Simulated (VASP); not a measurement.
# Al (P6_3/mmc) in VASP: a series of runs

Runs on Al. Level: LDA. Tasks: single point.

All numbers are computed with VASP 6.6.1; they aren't measurements. Logs are shortened: lines on timing, memory, paths and dates and some standing lists are left out, and cuts for length are marked.

## 1. The cell of the first run

The structure is hexagonal, space group P6_3/mmc (No. 194). The conventional cell has a = 2.812 Å, b = 2.812 Å, c = 4.867 Å, α = 90.00°, β = 90.00°, γ = 120.00°. Al (site symmetry -6m2) has 12 Al at 2.81 to 2.93 Å within 3.7 Å.

## 2. Single point, LDA

INCAR reads:

```
PREC = Accurate
ENCUT = 520
EDIFF = 1E-6
ISMEAR = 0
SIGMA = 0.1
LREAL = F
LASPH = T
NELM = 100
ALGO = Normal
ISIF = 2
LWAVE = F
LCHARG = F
NBANDS = 10
```

KPOINTS reads:

```
Automatic mesh
0
Gamma
  14 14 7
```

POSCAR reads:

```
Al
1.0
    2.8124553500      0.0000000000      0.0000000000
   -1.4062276800      2.4356577800      0.0000000000
    0.0000000000      0.0000000000      4.8668500000
Al
2
Direct
    0.6666666712      0.3333333306      0.7500000000
    0.3333333323      0.6666666694      0.2500000000
```

Potentials or basis: VASP PAW LDA potentials, release 64 (Al).

Command:

```bash
$ cat potpaw_LDA.64/Al/POTCAR > POTCAR
$ mpirun -np 1 vasp_std > vasp.out
```

OUTCAR:

```text
PREC = Accurate
   ENCUT = 520
   EDIFF = 1E-6
   ISMEAR = 0
   LREAL = F
   LASPH = T
   NELM = 100
   ISIF = 2

 ion  position               nearest neighbor table
   1  0.667  0.333  0.750-   2 2.93   2 2.93   2 2.93   2 2.93   2 2.93   2 2.93
   2  0.333  0.667  0.250-   1 2.93   1 2.93   1 2.93   1 2.93   1 2.93   1 2.93

  LATTYP: Found a hexagonal cell.
 ALAT       =     2.8124553500
 C/A-ratio  =     1.7304630276

  Lattice vectors:

 A1 = (   2.8124553500,   0.0000000000,   0.0000000000)
 A2 = (  -1.4062276800,   2.4356577800,   0.0000000000)
 A3 = (   0.0000000000,   0.0000000000,   4.8668500000)

Analysis of symmetry for initial positions (statically):
=====================================================================
 Subroutine PRICEL returns:
 Original cell was already a primitive cell.

 Routine SETGRP: Setting up the symmetry group for a
 hexagonal supercell.

 Subroutine GETGRP returns: Found 24 space group operations
 (whereof 12 operations were pure point group operations)
 out of a pool of 24 trial point group operations.

The static configuration has the point symmetry D_3d.
 The point group associated with its full space group is D_6h.

Analysis of symmetry for dynamics (positions and initial velocities):
=====================================================================
 Subroutine PRICEL returns:
 Original cell was already a primitive cell.

 Routine SETGRP: Setting up the symmetry group for a
 hexagonal supercell.

 Subroutine GETGRP returns: Found 24 space group operations
 (whereof 12 operations were pure point group operations)
 out of a pool of 24 trial point group operations.

The dynamic configuration has the point symmetry D_3d.
 The point group associated with its full space group is D_6h.

 Subroutine INISYM returns: Found 24 space group operations
 (whereof 12 operations are pure point group operations),
 and found     1 'primitive' translations

----------------------------------------------------------------------------------------

                                     Primitive cell

  volume of cell :      33.3388

  direct lattice vectors                    reciprocal lattice vectors
     2.812455350  0.000000000  0.000000000     0.355561200  0.205283355  0.000000000
    -1.406227680  2.435657780  0.000000000     0.000000000  0.410566709  0.000000000
     0.000000000  0.000000000  4.866850000     0.000000000  0.000000000  0.205471712

  length of vectors
     2.812455350  2.812455352  4.866850000     0.410566710  0.410566709  0.205471712

  position of ions in fractional coordinates (direct lattice)
     0.666666671  0.333333331  0.750000000
     0.333333332  0.666666669  0.250000000

  ion indices of the primitive-cell ions
   primitive index   ion index
                 1           1
                 2           2

----------------------------------------------------------------------------------------

 KPOINTS: Automatic mesh

Automatic generation of k-mesh.
 Grid dimensions read from file:
 generate k-points for:   14   14    7

 Generating k-lattice:

  Cartesian coordinates                     Fractional coordinates (reciprocal lattice)
     0.025397229  0.014663097  0.000000000     0.071428571  0.000000000  0.000000000
     0.000000000  0.029326194  0.000000000     0.000000000  0.071428571  0.000000000
     0.000000000  0.000000000  0.029353102     0.000000000  0.000000000  0.142857143

  Length of vectors
     0.029326194  0.029326194  0.029353102

  Shift w.r.t. Gamma in fractional coordinates (k-lattice)
     0.000000000  0.000000000  0.000000000

 Subroutine IBZKPT returns following result:
 ===========================================

 Found     96 irreducible k-points:

 Following reciprocal coordinates:
            Coordinates               Weight
  0.000000  0.000000  0.000000      1.000000
  0.071429  0.000000  0.000000      6.000000
  0.142857  0.000000  0.000000      6.000000
  0.214286  0.000000  0.000000      6.000000
  0.285714  0.000000  0.000000      6.000000
  0.357143  0.000000  0.000000      6.000000
[... 16 lines left out ...]
  0.285714  0.285714  0.000000      6.000000
  0.357143  0.285714  0.000000      6.000000
 [... further k-points ...]
   k-points           NKPTS =     96   k-points in BZ     NKDIM =     96   number of bands    NBANDS=     10
   number of dos      NEDOS =    301   number of ions     NIONS =      2
   total plane-waves  NPLWV =  20736
   dimension x,y,z NGX =    24 NGY =   24 NGZ =   36
   dimension x,y,z NGXF=    48 NGYF=   48 NGZF=   72
   ions per type =               2
   NGX,Y,Z   is equivalent  to a cutoff of  14.19, 14.19, 12.30 a.u.
   NGXF,Y,Z  is equivalent  to a cutoff of  28.37, 28.37, 24.59 a.u.
 SYSTEM =  unknown system
   PREC   = accura    normal or accurate (medium, high low for compatibility)
   ISTART =      0    job   : 0-new  1-cont  2-samecut
   ICHARG =      2    charge: 1-file 2-atom 10-const
   ISPIN  =      1    spin polarized calculation?
   LNONCOLLINEAR =      F non collinear calculations
   LSORBIT =      F    spin-orbit coupling
   LASPH  =      T    aspherical Exc in radial PAW
   ENCUT  =  520.0 eV  38.22 Ry    6.18 a.u.   5.23  5.23  9.05*2*pi/ulx,y,z
   NELM   =    100;   NELMIN=  2; NELMDL= -5     # of ELM steps
   EDIFF  = 0.1E-05   stopping-criterion for ELM
   LREAL  =      F    real-space projection
[... 7 lines left out ...]
   TEBEG  =    0.0;   TEEND  =   0.0 temperature during run
   PSTRESS=    0.0 pullay stress
   NELECT =       6.0000    total number of electrons
   NUPDOWN=      -1.0000    fix difference up-down
   EMIN   =  10.00;   EMAX   =-10.00  energy-range for DOS
   EFERMI =   0.00;   METHOD = LEGACY
   ISMEAR =     0;   SIGMA  =   0.10  broadening in eV -4-tet -1-fermi 0-gaus
   EFERMI_NEDOS =   21; number of points for ismear=-14 and -15
   IALGO  =     38    algorithm
   IMIX   =      4    mixing-type and parameters
     AMIX     =   0.40;   BMIX     =  1.00
     AMIX_MAG =   1.60;   BMIX_MAG =  1.00
  volume/ion in A,a.u.               =      16.67       112.49
  Fermi-wavevector in a.u.,A,eV,Ry     =   0.924291  1.746656 11.623640  0.854313
  Thomas-Fermi vector in A             =   2.050021
   LORBIT       =      0    0 simple, 1 ext, 2 COOP (PROOUT), +10 PAW based schemes
   GGA     = CA    functional components
   LHFCALC =     F    Hartree Fock is set to
   AEXX    =    0.0000 exact exchange contribution
   IVDW    =     0    specifies the selected vdW correction
   LEPSILON=     F    determine dielectric tensor
   LRPA    =     F    only Hartree local field effects (RPA)
 non-spin polarized calculation
 Gauss-broadening in eV      SIGMA  =   0.10
  energy-cutoff  :      520.00
  volume of cell :       33.34
 maximum number of plane-waves:       912
 NGX is ok and might be reduce to    24
   NGX = 11   NGY = 11   NGZ = 19

 number of electron       6.0000000 magnetization

 Free energy of the ion-electron system (eV)
  ---------------------------------------------------
  ext. energy  EPLUGINS =         0.00000000
  ---------------------------------------------------
  free energy    TOTEN  =        -8.30118778 eV

  energy without entropy =       -8.29795200  energy(sigma->0) =       -8.29956989

 E-fermi :   7.6218     XC(G=0): -10.3053

 val. band max:        7.5709434658   @ k =   0.3571   0.0714   0.4286
 cond. band min:       7.6507197115   @ k =   0.2143   0.0000   0.2857
 fundamental gap:      0.0797762457
 Fermi energy:         7.6217694959

 k-point     1 :       0.0000    0.0000    0.0000
  band No.  band energies     occupation
      1      -3.3494      2.00000
      2       2.6035      2.00000
      3       2.9034      2.00000
      4      18.8121      0.00000
      5      18.9889      0.00000
      6      18.9889      0.00000
      7      19.2868      0.00000
      8      19.2868      0.00000
      9      19.8966      0.00000
     10      22.3285      0.00000

 k-point     2 :       0.0714    0.0000    0.0000
  band No.  band energies     occupation
      1      -3.2224      2.00000
      2       2.7281      2.00000
      3       3.0218      2.00000
      4      16.7153      0.00000
      5      17.7267      0.00000
      6      18.5632      0.00000
      7      19.8595      0.00000
      8      19.9512      0.00000
      9      20.7560      0.00000
     10      21.7825      0.00000

 k-point     3 :       0.1429    0.0000    0.0000
  band No.  band energies     occupation
      1      -2.8423      2.00000
      2       3.1000      2.00000
      3       3.3771      2.00000
      4      14.0121      0.00000
      5      16.5443      0.00000
      6      17.7069      0.00000
      7      18.9062      0.00000
      8      19.5297      0.00000
      9      20.7097      0.00000
     10      20.7684      0.00000

 k-point     4 :       0.2143    0.0000    0.0000
  band No.  band energies     occupation
      1      -2.2110      2.00000
      2       3.7123      2.00000
      3       3.9691      2.00000
      4      11.3986      0.00000
      5      15.5774      0.00000
      6      16.2193      0.00000
      7      17.1973      0.00000
      8      17.4378      0.00000
      9      20.3539      0.00000
     10      20.8367      0.00000
[... 222 lines left out ...]
 k-point    22 :       0.3571    0.2143    0.0000
  band No.  band energies     occupation
      1       2.7290      2.00000
      2       4.4027      2.00000
      3       7.5253      1.82740
      4       8.6187      0.00000
      5       8.7287      0.00000
      6      10.4586      0.00000
      7      10.6849      0.00000
      8      13.7411      0.00000
      9      13.9632      0.00000
     10      22.2936      0.00000

 k-point    23 :       0.2857    0.2857    0.0000
  band No.  band energies     occupation
      1       2.6094      2.00000
      2       5.8083      2.00000
      3       6.0181      2.00000
      4       8.5324      0.00000
      5       8.6218      0.00000
      6      11.4508      0.00000
      7      11.6475      0.00000
      8      12.4562      0.00000
      9      12.7070      0.00000
     10      24.4853      0.00000

 k-point    24 :       0.3571    0.2857    0.0000
  band No.  band energies     occupation
      1       4.1146      2.00000
      2       4.2244      2.00000
      3       5.8186      2.00000
      4       9.4874      0.00000
      5       9.7038      0.00000
      6      10.3597      0.00000
      7      10.7961      0.00000
      8      12.0659      0.00000
      9      12.2709      0.00000
     10      24.8265      0.00000

 [... further k-points ...]
[... 5 lines left out ...]
  --------------------------------------------------------------------------------------
  -------------------------------------------------------------------------------------
  Total       -0.5096321     -0.5096321     -0.8584630      0.0000000     -0.0000000      0.0000000
  in kB      -24.4916209    -24.4916208    -41.2555444      0.0000001     -0.0000000      0.0000000
  external PRESSURE =     -30.0795954 kB  Pullay stress =       0.0000000 kB

 VOLUME and BASIS-vectors are now :
 -----------------------------------------------------------------------------
  energy-cutoff  :      520.00
  volume of cell :       33.34
      direct lattice vectors                 reciprocal lattice vectors
     2.812455350  0.000000000  0.000000000     0.355561200  0.205283355  0.000000000
    -1.406227680  2.435657780  0.000000000     0.000000000  0.410566709  0.000000000
     0.000000000  0.000000000  4.866850000     0.000000000  0.000000000  0.205471712

 POSITION                                       TOTAL-FORCE (eV/Angst)
 -----------------------------------------------------------------------------------
      1.40623      0.81189      3.65014        -0.000000      0.000000      0.000000
     -0.00000      1.62377      1.21671         0.000000     -0.000000      0.000000
 -----------------------------------------------------------------------------------
    total drift:                                0.000000     -0.000000      0.000000

  FREE ENERGIE OF THE ION-ELECTRON SYSTEM (eV)
  ---------------------------------------------------
  free  energy   TOTEN  =        -8.3011877841 eV

  energy  without entropy=       -8.2979520031  energy(sigma->0) =       -8.29956989
```

Run time: 23 s. Hardware: 1 thread of Intel Xeon Platinum 8259CL at 2.50GHz (Skylake/Cascade Lake), shared host; peak memory 0.14 GiB.

What came out:

```yaml
Free_energy: -8.3012 eV
Pressure: -3.0 GPa
Band_gap_on_the_k_mesh: zero (band 3 reaches 10.17 eV, above the bottom of band 4 at 4.85 eV)
```

Stress tensor (GPa, compression positive):
```
-2.45  0.00  0.00
 0.00 -2.45  0.00
 0.00  0.00 -4.13
```

## 3. Single point, LDA

INCAR reads:

```
SYSTEM = Al
PREC = Accurate ; ENCUT = 520
EDIFF = 1E-6 ; ISMEAR = 0
SIGMA = 0.1 ; LREAL = .False.
LASPH = .True. ; NELM = 100
ALGO = Normal ; ISIF = 2
LWAVE = .False. ; LCHARG = .True.
LELF = .True. ; LVHAR = .True.
NBANDS = 10
```

KPOINTS reads:

```
Automatic mesh
0
Gamma
  14 14 7
  0 0 0
```

POSCAR is that of step 2.

Potentials or basis: VASP PAW LDA potentials, release 64 (Al).

Command:

```bash
$ cat potpaw_LDA.64/Al/POTCAR > POTCAR
$ mpirun -np 1 vasp_std > vasp.out
```

Wall time 24 s (1 thread of Intel Xeon Platinum 8259CL at 2.50GHz (Skylake/Cascade Lake), shared host); peak memory 0.14 GiB.

The run converged. Its results:

- Free energy: -8.3012 eV
- Pressure: -3.0 GPa
- Band gap on the k mesh: zero (band 3 reaches 10.17 eV, above the bottom of band 4 at 4.85 eV)

Stress tensor (GPa, compression positive):
```
-2.45  0.00  0.00
 0.00 -2.45  0.00
 0.00  0.00 -4.13
```

Levels at points of the mesh, in eV from the Fermi level:
| k point | band 1 | band 2 | band 3 | band 4 | band 5 | band 6 | band 7 | band 8 |
| --- | --- | --- | --- | --- | --- | --- | --- | --- |
| (0.00, 0.00, 0.00) | -10.97 | -5.02 | -4.72 | 11.19 | 11.37 | 11.37 | 11.67 | 11.67 |
| (0.50, 0.00, 0.00) | -4.96 | -4.83 | 0.64 | 0.69 | 1.35 | 1.56 | 6.24 | 7.78 |
